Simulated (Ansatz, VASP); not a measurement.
## One calculation of P, two programs

```xyz
2
Lattice="1.6998 0.9814 3.1297 -1.6998 0.9814 3.1297 0.0000 -1.9628 3.1297" Properties=species:S:1:pos:R:3 pbc="T T T"
P     0.0000    0.0000    2.1321
P     0.0000    0.0000    7.2570
```

Change from the starting cell: strain -0.015 along x and y, +0.000 along z, atoms carried along.

Alike in both runs: task single point; functional r2SCAN; k mesh 18 × 18 × 18; occupations gaussian, width 0.15 eV; no spin polarisation.

```csv
,VASP,Ansatz
version,VASP 6.6.1,Ansatz 0.2.0
potentials or method,"VASP PAW PBE potentials, release 64 (P), cutoff 520 eV","scalar-relativistic, plane waves, PAW"
valence electrons in the cell,10,10
```

|  | VASP | Ansatz | Ansatz less VASP |
| --- | --- | --- | --- |
| gap on the k mesh at the Fermi level (eV) | none | none | - |
| pressure (GPa) | 3.5 | 4.1 | +0.62 |
| traceless stress, the component that is largest in VASP (GPa) | -2.11 | -2.29 | -0.174 |
| rms of the force components (eV/Å) | 0.091 | 0.146 | +0.0554 |

VASP's potentials were made for PBE, not for r2SCAN. Atom by atom the forces differ by 0.055 eV/Å (rms over components). A gap of «none» marks a metal or a gap that the smearing closes.
